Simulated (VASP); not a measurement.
# NaI (F-43m) in VASP: a series of runs

NaI is run at these levels: r2SCAN; tasks: single point.

Program: VASP 6.6.1. These are calculated values, not measurements. Logs are shortened: lines on timing, memory, paths and dates and some standing lists are left out, and cuts for length are marked.

### Step 1. The cell of the first run

The structure is cubic, space group F-43m (No. 216). Conventional cell: a = 7.086 Å, b = 7.086 Å, c = 7.086 Å, α = 90.00°, β = 90.00°, γ = 90.00°. Within 4.0 Å of Na (site symmetry -43m) lie 4 I at 3.07 Å. Within 4.0 Å of I (site symmetry -43m) lie 4 Na at 3.07 Å.

### Step 2. Single point, r2SCAN

Input file POSCAR:

```
NaI
1.0
    0.0000000000      3.5431916648      3.5431916648
    3.5431916648      0.0000000000      3.5431916648
    3.5431916648      3.5431916648      0.0000000000
Na I
1 1
Direct
    0.0000000000      0.0000000000      0.0000000000
    0.2500000000      0.2500000000      0.2500000000
```

Input file INCAR.step1:

```
SYSTEM = NaI
PREC = Accurate
ENCUT = 520
ISMEAR = 0
SIGMA = 0.01
LREAL = .False.
LASPH = .True.
NELM = 80
NBANDS = 14
GGA = PE
ALGO = Normal
EDIFF = 1E-4
LWAVE = .True.
LCHARG = .False.
```

Input file INCAR.step2:

```
SYSTEM = NaI
PREC = Accurate
ENCUT = 520
EDIFF = 1E-6
ISMEAR = 0
SIGMA = 0.01
LREAL = .False.
LASPH = .True.
NELM = 80
ALGO = Normal
ISIF = 2
LWAVE = .False.
LCHARG = .False.
METAGGA = R2SCAN
LMIXTAU = .True.
NBANDS = 14
ISTART = 1
```

Input file KPOINTS:

```
Automatic mesh
0
Gamma
  4 4 4
  0 0 0
```

Potentials or basis: VASP PAW PBE potentials, release 64 (Na_pv, I).

On the command line:

```console
cat potpaw_PBE.64/Na_pv/POTCAR potpaw_PBE.64/I/POTCAR > POTCAR
cp INCAR.step1 INCAR
mpirun -np 1 vasp_std > vasp.out
cp INCAR.step2 INCAR
mpirun -np 1 vasp_std > vasp.out
```

OUTCAR:

```text
SYSTEM = NaI
   PREC = Accurate
   ENCUT = 520
   EDIFF = 1E-6
   ISMEAR = 0
   LREAL = .False.
   LASPH = .True.
   NELM = 80
   ISIF = 2
   METAGGA = R2SCAN
   ISTART = 1

 ion  position               nearest neighbor table
   1  0.000  0.000  0.000-   2 3.07   2 3.07   2 3.07   2 3.07
   2  0.250  0.250  0.250-   1 3.07   1 3.07   1 3.07   1 3.07

  LATTYP: Found a face centered cubic cell.
 ALAT       =     7.0863833296

  Lattice vectors:

 A1 = (   0.0000000000,   3.5431916648,   3.5431916648)
 A2 = (   3.5431916648,   0.0000000000,   3.5431916648)
 A3 = (   3.5431916648,   3.5431916648,   0.0000000000)

Analysis of symmetry for initial positions (statically):
=====================================================================
 Subroutine PRICEL returns:
 Original cell was already a primitive cell.

 Routine SETGRP: Setting up the symmetry group for a
 face centered cubic supercell.

 Subroutine GETGRP returns: Found 24 space group operations
 (whereof 24 operations were pure point group operations)
 out of a pool of 48 trial point group operations.

The static configuration has the point symmetry T_d .

Analysis of symmetry for dynamics (positions and initial velocities):
=====================================================================
 Subroutine PRICEL returns:
 Original cell was already a primitive cell.

 Routine SETGRP: Setting up the symmetry group for a
 face centered cubic supercell.

 Subroutine GETGRP returns: Found 24 space group operations
 (whereof 24 operations were pure point group operations)
 out of a pool of 48 trial point group operations.

The dynamic configuration has the point symmetry T_d .

 Subroutine INISYM returns: Found 24 space group operations
 (whereof 24 operations are pure point group operations),
 and found     1 'primitive' translations

----------------------------------------------------------------------------------------

                                     Primitive cell

  volume of cell :      88.9639

  direct lattice vectors                    reciprocal lattice vectors
     0.000000000  3.543191665  3.543191665    -0.141115708  0.141115708  0.141115708
     3.543191665  0.000000000  3.543191665     0.141115708 -0.141115708  0.141115708
     3.543191665  3.543191665  0.000000000     0.141115708  0.141115708 -0.141115708

  length of vectors
     5.010829706  5.010829706  5.010829706     0.244419576  0.244419576  0.244419576

  position of ions in fractional coordinates (direct lattice)
     0.000000000  0.000000000  0.000000000
     0.250000000  0.250000000  0.250000000

  ion indices of the primitive-cell ions
   primitive index   ion index
                 1           1
                 2           2

----------------------------------------------------------------------------------------

 KPOINTS: Automatic mesh

Automatic generation of k-mesh.
 Grid dimensions read from file:
 generate k-points for:    4    4    4

 Generating k-lattice:

  Cartesian coordinates                     Fractional coordinates (reciprocal lattice)
    -0.035278927  0.035278927  0.035278927     0.250000000  0.000000000  0.000000000
     0.035278927 -0.035278927  0.035278927     0.000000000  0.250000000  0.000000000
     0.035278927  0.035278927 -0.035278927     0.000000000  0.000000000  0.250000000

  Length of vectors
     0.061104894  0.061104894  0.061104894

  Shift w.r.t. Gamma in fractional coordinates (k-lattice)
     0.000000000  0.000000000  0.000000000

 Subroutine IBZKPT returns following result:
 ===========================================

 Found      8 irreducible k-points:

 Following reciprocal coordinates:
            Coordinates               Weight
  0.000000  0.000000  0.000000      1.000000
  0.250000  0.000000  0.000000      8.000000
  0.500000  0.000000  0.000000      4.000000
  0.250000  0.250000  0.000000      6.000000
  0.500000  0.250000  0.000000     24.000000
 -0.250000  0.250000  0.000000     12.000000
  0.500000  0.500000  0.000000      3.000000
 -0.250000  0.500000  0.250000      6.000000
   k-points           NKPTS =      8   k-points in BZ     NKDIM =      8   number of bands    NBANDS=     14
   number of dos      NEDOS =    301   number of ions     NIONS =      2
   total plane-waves  NPLWV =  64000
   dimension x,y,z NGX =    40 NGY =   40 NGZ =   40
   dimension x,y,z NGXF=    80 NGYF=   80 NGZF=   80
   ions per type =               1   1
   NGX,Y,Z   is equivalent  to a cutoff of  13.27, 13.27, 13.27 a.u.
   NGXF,Y,Z  is equivalent  to a cutoff of  26.54, 26.54, 26.54 a.u.
 SYSTEM =  NaI
   PREC   = accura    normal or accurate (medium, high low for compatibility)
   ISTART =      1    job   : 0-new  1-cont  2-samecut
   ICHARG =      0    charge: 1-file 2-atom 10-const
   ISPIN  =      1    spin polarized calculation?
   LNONCOLLINEAR =      F non collinear calculations
   LSORBIT =      F    spin-orbit coupling
   LASPH  =      T    aspherical Exc in radial PAW
   ENCUT  =  520.0 eV  38.22 Ry    6.18 a.u.   9.32  9.32  9.32*2*pi/ulx,y,z
   NELM   =     80;   NELMIN=  2; NELMDL=  0     # of ELM steps
   EDIFF  = 0.1E-05   stopping-criterion for ELM
   LREAL  =      F    real-space projection
   EDIFFG = 0.1E-04   stopping-criterion for IOM
   NSW    =      0    number of steps for IOM
   IBRION =     -1    ionic relax: 0-MD 1-quasi-New 2-CG
   NFREE  =      0    steps in history (QN), initial steepest desc. (CG)
   ISIF   =      2    stress and relaxation
   ISYM   =      2    0-nonsym 1-usesym 2-fastsym
   POTIM  = 0.5000    time-step for ionic-motion
   TEBEG  =    0.0;   TEEND  =   0.0 temperature during run
   PSTRESS=    0.0 pullay stress
   NELECT =      14.0000    total number of electrons
   NUPDOWN=      -1.0000    fix difference up-down
   EMIN   =  10.00;   EMAX   =-10.00  energy-range for DOS
   EFERMI =   0.00;   METHOD = LEGACY
   ISMEAR =     0;   SIGMA  =   0.01  broadening in eV -4-tet -1-fermi 0-gaus
   EFERMI_NEDOS =   21; number of points for ismear=-14 and -15
   IALGO  =     38    algorithm
   IMIX   =      4    mixing-type and parameters
     AMIX     =   0.40;   BMIX     =  1.00
     AMIX_MAG =   1.60;   BMIX_MAG =  1.00
  volume/ion in A,a.u.               =      44.48       300.18
  Fermi-wavevector in a.u.,A,eV,Ry     =   0.883852  1.670238 10.628794  0.781194
  Thomas-Fermi vector in A             =   2.004674
   LORBIT       =      0    0 simple, 1 ext, 2 COOP (PROOUT), +10 PAW based schemes
   METAGGA = R2SCAN    functional components
   LHFCALC =     F    Hartree Fock is set to
   AEXX    =    0.0000 exact exchange contribution
   IVDW    =     0    specifies the selected vdW correction
   LEPSILON=     F    determine dielectric tensor
   LRPA    =     F    only Hartree local field effects (RPA)
 non-spin polarized calculation
 Gauss-broadening in eV      SIGMA  =   0.01
  energy-cutoff  :      520.00
  volume of cell :       88.96
 maximum number of plane-waves:      2421
 NGX is ok and might be reduce to    40
   NGX = 19   NGY = 19   NGZ = 19

 number of electron      14.0000001 magnetization

 Free energy of the ion-electron system (eV)
  ---------------------------------------------------
  ext. energy  EPLUGINS =         0.00000000
  ---------------------------------------------------
  free energy    TOTEN  =       -30.91702159 eV

  energy without entropy =      -30.91702159  energy(sigma->0) =      -30.91702159

 E-fermi :  -1.3986     XC(G=0):  -6.8012

 val. band max:       -1.4598872794   @ k =   0.0000   0.0000   0.0000
 cond. band min:       2.9640324297   @ k =   0.0000   0.0000   0.0000
 fundamental gap:      4.4239197091
 Fermi energy:        -1.3985790135

 k-point     1 :       0.0000    0.0000    0.0000
  band No.  band energies     occupation
      1     -24.3445      2.00000
      2     -24.3442      2.00000
      3     -24.3442      2.00000
      4     -12.1956      2.00000
      5      -1.4599      2.00000
      6      -1.4599      2.00000
      7      -1.4599      2.00000
      8       2.9640      0.00000
      9       7.1065      0.00000
     10       7.1065      0.00000
     11       7.1067      0.00000
     12       8.8087      0.00000
     13       8.8087      0.00000
     14      10.4060      0.00000

 k-point     2 :       0.2500    0.0000    0.0000
  band No.  band energies     occupation
      1     -24.3456      2.00000
      2     -24.3446      2.00000
      3     -24.3444      2.00000
      4     -12.1279      2.00000
      5      -2.1489      2.00000
      6      -1.5274      2.00000
      7      -1.5274      2.00000
      8       4.0326      0.00000
      9       6.5744      0.00000
     10       7.1762      0.00000
     11       7.1763      0.00000
     12       8.5621      0.00000
     13       8.5621      0.00000
     14       9.5246      0.00000

 k-point     3 :       0.5000    0.0000    0.0000
  band No.  band energies     occupation
      1     -24.3469      2.00000
      2     -24.3448      2.00000
      3     -24.3445      2.00000
      4     -12.0580      2.00000
      5      -2.6758      2.00000
      6      -1.5917      2.00000
      7      -1.5917      2.00000
      8       4.6347      0.00000
      9       6.7254      0.00000
     10       6.7772      0.00000
     11       6.7773      0.00000
     12       9.8581      0.00000
     13      10.4374      0.00000
     14      10.4374      0.00000

 k-point     4 :       0.2500    0.2500    0.0000
  band No.  band energies     occupation
      1     -24.3457      2.00000
      2     -24.3448      2.00000
      3     -24.3446      2.00000
      4     -12.1057      2.00000
      5      -2.1217      2.00000
      6      -1.6685      2.00000
      7      -1.6685      2.00000
      8       4.2763      0.00000
      9       6.0320      0.00000
     10       6.8228      0.00000
     11       7.9907      0.00000
     12       7.9908      0.00000
     13       9.4730      0.00000
     14      11.8588      0.00000

 k-point     5 :       0.5000    0.2500    0.0000
  band No.  band energies     occupation
      1     -24.3467      2.00000
      2     -24.3451      2.00000
      3     -24.3449      2.00000
      4     -12.0359      2.00000
      5      -2.4751      2.00000
      6      -1.9422      2.00000
      7      -1.7305      2.00000
      8       4.8694      0.00000
      9       5.9250      0.00000
     10       6.8717      0.00000
     11       7.7922      0.00000
     12       9.1931      0.00000
     13      10.5840      0.00000
     14      11.1340      0.00000

 k-point     6 :      -0.2500    0.2500    0.0000
  band No.  band energies     occupation
      1     -24.3464      2.00000
      2     -24.3451      2.00000
      3     -24.3447      2.00000
      4     -12.0590      2.00000
      5      -2.3729      2.00000
      6      -1.9738      2.00000
      7      -1.5948      2.00000
      8       5.2821      0.00000
      9       5.8516      0.00000
     10       6.6035      0.00000
     11       7.4245      0.00000
     12       8.3881      0.00000
     13      10.3783      0.00000
     14      11.1464      0.00000

 k-point     7 :       0.5000    0.5000    0.0000
  band No.  band energies     occupation
      1     -24.3471      2.00000
      2     -24.3452      2.00000
      3     -24.3450      2.00000
      4     -12.0133      2.00000
      5      -2.5754      2.00000
      6      -1.8586      2.00000
      7      -1.8586      2.00000
      8       4.1103      0.00000
      9       5.3928      0.00000
     10       8.3842      0.00000
     11       9.7780      0.00000
     12       9.7781      0.00000
     13      10.7688      0.00000
     14      11.0275      0.00000

 k-point     8 :      -0.2500    0.5000    0.2500
  band No.  band energies     occupation
      1     -24.3469      2.00000
      2     -24.3454      2.00000
      3     -24.3451      2.00000
      4     -12.0128      2.00000
      5      -2.2946      2.00000
      6      -2.1994      2.00000
      7      -1.9105      2.00000
      8       4.9792      0.00000
      9       6.6524      0.00000
     10       6.6888      0.00000
     11       7.0850      0.00000
     12      10.1832      0.00000
     13      10.5941      0.00000
     14      11.0339      0.00000

------------------------ aborting loop because EDIFF is reached ----------------------------------------

  FORCE on cell =-STRESS in cart. coord.  units (eV):
  Direction    XX          YY          ZZ          XY          YZ          ZX
  --------------------------------------------------------------------------------------
  -------------------------------------------------------------------------------------
  Total       -0.0373273     -0.0373273     -0.0373273      0.0000000      0.0000000      0.0000000
  in kB       -0.6722380     -0.6722380     -0.6722380      0.0000000      0.0000000      0.0000000
  external PRESSURE =      -0.6722380 kB  Pullay stress =       0.0000000 kB

 VOLUME and BASIS-vectors are now :
 -----------------------------------------------------------------------------
  energy-cutoff  :      520.00
  volume of cell :       88.96
      direct lattice vectors                 reciprocal lattice vectors
     0.000000000  3.543191665  3.543191665    -0.141115708  0.141115708  0.141115708
     3.543191665  0.000000000  3.543191665     0.141115708 -0.141115708  0.141115708
     3.543191665  3.543191665  0.000000000     0.141115708  0.141115708 -0.141115708

 POSITION                                       TOTAL-FORCE (eV/Angst)
 -----------------------------------------------------------------------------------
      0.00000      0.00000      0.00000        -0.000000     -0.000000     -0.000000
      1.77160      1.77160      1.77160         0.000000      0.000000      0.000000
 -----------------------------------------------------------------------------------
    total drift:                               -0.000007     -0.000007     -0.000007

  FREE ENERGIE OF THE ION-ELECTRON SYSTEM (eV)
  ---------------------------------------------------
  free  energy   TOTEN  =       -30.9170215902 eV

  energy  without entropy=      -30.9170215902  energy(sigma->0) =      -30.91702159
```

Wall time 56 s (1 thread of Intel Xeon Platinum 8259CL at 2.50GHz (Skylake/Cascade Lake), shared host); peak memory 0.25 GiB.

Results:

- Free energy: -30.9170 eV
- Pressure: -0.1 GPa
- Band gap on the k mesh: 4.42 eV

Caveat: the structure was generated, so it needn't be the stable form of NaI; the PAW data sets were made with another functional, which shifts forces and pressure a little; spin-orbit coupling is left out, which moves the levels of the heavy elements.

[end of part 1 of 2]
